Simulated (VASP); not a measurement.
Crystal: BP.

```
CELL_PARAMETERS angstrom
0.00000 2.23429 2.23429
2.23429 0.00000 2.23429
2.23429 2.23429 0.00000
ATOMIC_POSITIONS crystal
B 0.00000 0.00000 0.00000
P 0.25000 0.25000 0.25000
```

This cell differs from its parent crystal: strain -1.5%.

Base run:

| Property | Result |
| --- | --- |
| Program | VASP 6.6.1 |
| Functional | PBE |
| Potentials or basis | VASP PAW PBE potentials, release 64 (B, P) |
| Cutoff | 520 eV |
| k mesh | 6 × 6 × 6 |
| Occupations | gaussian, width 0.01 eV |
| Spin | no spin polarisation |

Its results: band gap on the k mesh 1.23 eV, indirect (least direct gap 3.47 eV); pressure 9.4 GPa.

Task: The run is repeated on the same cell with these changes: k mesh from 6 × 6 × 6 to 10 × 10 × 10; occupations from gaussian, width 0.01 eV to fermi-dirac, width 0.02 eV. What comes out?

Result: Band gap on the k mesh 1.18 eV, indirect (least direct gap 3.47 eV); pressure 9.2 GPa.

A k mesh can miss the band edges.
